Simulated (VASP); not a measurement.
CsH2:

```
CELL_PARAMETERS angstrom
4.11816 0.00000 0.00000
0.00000 4.11816 0.00000
0.00000 0.00000 6.28349
ATOMIC_POSITIONS crystal
Cs 0.00000 0.50000 0.70000
Cs 0.50000 0.00000 0.30000
H 0.00000 0.00000 0.00000
H 0.50000 0.50000 0.00000
H 0.00000 0.50000 0.27000
H 0.50000 0.00000 0.73000
```

```yaml
Program: VASP 6.6.1
Task: relaxation of cell and atoms
Functional: PBE
Potentials_or_basis: VASP PAW PBE potentials, release 64 (Cs_sv, H)
Cutoff: 600 eV
k_mesh: 4 × 4 × 4
Occupations: gaussian, width 0.1 eV
Spin: no spin polarisation
```

At the start: pressure 3.6 GPa; volume 17.76 Å³/atom.

How do energy, volume and symmetry change on relaxing?

Over 25 steps the energy falls by 167.1 meV/atom and the volume is 20.16 Å³/atom (+13.5 %); space group P4/nmm (No. 129, to 0.1 Å) before and after.

Step by step:
```csv
step,energy change (eV),largest force (eV/Å),pressure (GPa),volume (Å³)
1,0.0000,0.5503,3.61,106.56
2,-0.1675,0.5169,2.39,112.86
3,-0.4302,0.3695,0.00,133.22
4,-0.4548,0.3405,-0.55,140.87
5,-0.5323,0.3441,-0.48,140.68
6,-0.6857,0.2940,0.02,139.68
7,-0.6862,0.3159,0.28,139.31
8,-0.6890,0.2638,0.15,139.49
9,-0.7212,0.2200,-0.02,140.70
10,-0.7491,0.2211,-0.33,143.53
11,-0.7861,0.0912,-0.56,141.79
12,-0.8228,0.2071,-1.04,138.27
13,-0.8610,0.1819,-0.78,132.16
14,-0.9029,0.1428,-0.12,121.28
15,-0.9067,0.1319,0.28,116.54
16,-0.9068,0.1336,0.21,117.34
17,-0.9181,0.1313,0.20,117.10
18,-0.9441,0.1196,0.20,116.24
19,-0.9621,0.2081,0.48,113.89
20,-0.9737,0.1797,0.39,114.96
21,-0.9972,0.0762,0.20,118.14
22,-0.9814,0.2338,0.14,124.37
23,-1.0020,0.0422,0.19,120.16
24,-1.0024,0.0620,-0.08,121.56
25,-1.0027,0.0204,0.02,120.99
```

Final structure:
```
CELL_PARAMETERS angstrom
4.02108 0.00000 0.00000
0.00000 4.02108 0.00000
0.00000 0.00000 7.48252
ATOMIC_POSITIONS crystal
Cs 0.00000 0.50000 0.74602
Cs 0.50000 0.00000 0.25398
H 0.00000 0.00000 0.00000
H 0.50000 0.50000 0.00000
H 0.00000 0.50000 0.09886
H 0.50000 0.00000 0.90114
```

Caveat: the k points lie up to 0.39 Å⁻¹ apart in the final cell, too coarse for converged energies and pressures of a metal; a cell axis changed by over 15 % at a fixed basis, so the end point is rough.
